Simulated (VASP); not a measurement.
Bi4Te:

```xyz
5
Lattice="3.3107 1.9115 4.3528 -3.3107 1.9115 4.3528 0.0000 -3.8229 4.3528" Properties=species:S:1:pos:R:3 pbc="T T T"
Bi    0.0000    0.0000    6.5292
Bi    0.4530    1.9115    4.3528
Bi   -1.8819   -0.5634    4.3528
Bi    1.4289   -1.3480    4.3528
Te    0.0000    0.0000    0.0000
```

The cell was built from a structure type or drawn by symmetry, and may not be a known phase.

| Quantity | Value |
| --- | --- |
| Program | VASP 6.6.1 |
| Task | relaxation of cell and atoms |
| Functional | PBE |
| Potentials or basis | VASP PAW PBE potentials, release 64 (Bi_d, Te) |
| Cutoff | 600 eV |
| k mesh | 3 × 3 × 3 |
| Occupations | gaussian, width 0.1 eV |
| Spin | no spin polarisation |

At the start: pressure 13.8 GPa; volume 33.06 Å³/atom.

How do energy, volume and symmetry change on relaxing?

Over 12 steps the energy falls by 328.0 meV/atom and the volume is 41.63 Å³/atom (+25.9 %); space group R32 (No. 155, to 0.1 Å) before and after.

Step by step:
```tsv
step	energy change (eV)	largest force (eV/Å)	pressure (GPa)	volume (Å³)
1	0.0000	0.5948	13.79	165.28
2	-0.9427	0.2741	-4.15	243.02
3	-1.4788	0.0113	-0.20	206.92
4	-1.5862	0.1126	-0.06	207.51
5	-1.6204	0.2343	0.26	207.86
6	-1.6209	0.2224	0.22	207.84
7	-1.6280	0.1564	-0.16	209.77
8	-1.6291	0.1268	-0.33	210.73
9	-1.6349	0.0956	-0.18	209.66
10	-1.6389	0.0519	0.04	208.20
11	-1.6392	0.0369	0.10	207.72
12	-1.6401	0.0031	-0.03	208.13
```

Final structure:
```yaml
crystal:
  lattice:
    - [3.44374, 1.98824, 5.06627]
    - [-3.44374, 1.98824, 5.06627]
    - [0.00000, -3.97648, 5.06627]
  atoms:
    - { symbol: Bi, position: [0.50000, 0.50000, 0.50000] }
    - { symbol: Bi, position: [0.55709, 0.44291, 0.00000] }
    - { symbol: Bi, position: [0.00000, 0.55709, 0.44291] }
    - { symbol: Bi, position: [0.44291, 0.00000, 0.55709] }
    - { symbol: Te, position: [0.00000, 0.00000, 0.00000] }
```

Caveat: the k points lie up to 0.38 Å⁻¹ apart in the final cell, too coarse for converged energies and pressures of a metal; the volume moved by over 15 % at a fixed basis, so the end points are rough.
